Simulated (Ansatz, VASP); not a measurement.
**Ga3Se in VASP and in Ansatz**

```xyz
4
Lattice="4.4325 0.0000 0.0000 0.0000 4.4325 0.0000 0.0000 0.0000 4.4325" Properties=species:S:1:pos:R:3 pbc="T T T"
Ga    0.0000    2.2162    2.2162
Ga    2.2162    0.0000    2.2162
Ga    2.2162    2.2162    0.0000
Se    0.0000    0.0000    0.0000
```

Alike in both runs: task single point; functional PBE; k mesh 5 × 5 × 5; occupations gaussian, width 0.1 eV; no spin polarisation.

```csv
,VASP,Ansatz
version,VASP 6.6.1,Ansatz 0.2.0
potentials or method,"VASP PAW PBE potentials, release 64 (Ga_d, Se), cutoff 520 eV","scalar-relativistic, plane waves, PAW"
valence electrons in the cell,45,55
```

```csv
,VASP,Ansatz,Ansatz less VASP
gap on the k mesh at the Fermi level (eV),none,none,-
pressure (GPa),-0.2,-0.2,+0.04
```

A gap of «none» marks a metal or a gap that the smearing closes. The functional is the same, so the differences come from potentials, cutoffs and numerics. VASP's potentials hold 45 valence electrons a cell and Ansatz's 55, so a difference there can come from the potentials and not from the codes.
